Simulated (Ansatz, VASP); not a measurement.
One calculation of CO, two programs

```
CELL_PARAMETERS angstrom
15.00000 0.00000 0.00000
0.00000 15.50000 0.00000
0.00000 0.00000 16.00000
ATOMIC_POSITIONS crystal
C 0.50181 0.49904 0.46486
O 0.49819 0.50096 0.53514
```

Alike in both runs: functional r2SCAN; k mesh 1 × 1 × 1; occupations gaussian, width 0.005 eV; no spin polarisation.

Ansatz relaxed the structure, and its values are those at the end. VASP's run is a single point on that final structure, the one shown.

|  | VASP | Ansatz |
| --- | --- | --- |
| version | VASP 6.6.1 | Ansatz 0.2.0 |
| potentials or method | VASP PAW PBE potentials, release 64 (C, O), cutoff 520 eV | scalar-relativistic, plane waves, PAW |
| valence electrons in the cell | 10 | 10 |

|  | VASP | Ansatz | Ansatz less VASP |
| --- | --- | --- | --- |
| gap on the k mesh at the Fermi level (eV) | 7.83 | 7.81 | -0.023 |
| rms of the force components (eV/Å) | 0.617 | 0.001 | -0.6151 |

VASP's potentials were made for PBE, not for r2SCAN. One of these differences is far larger than is usual between the two programs; its cause wasn't traced.

Noted on VASP's run: the standard files for N, O and F lose accuracy on very short bonds.
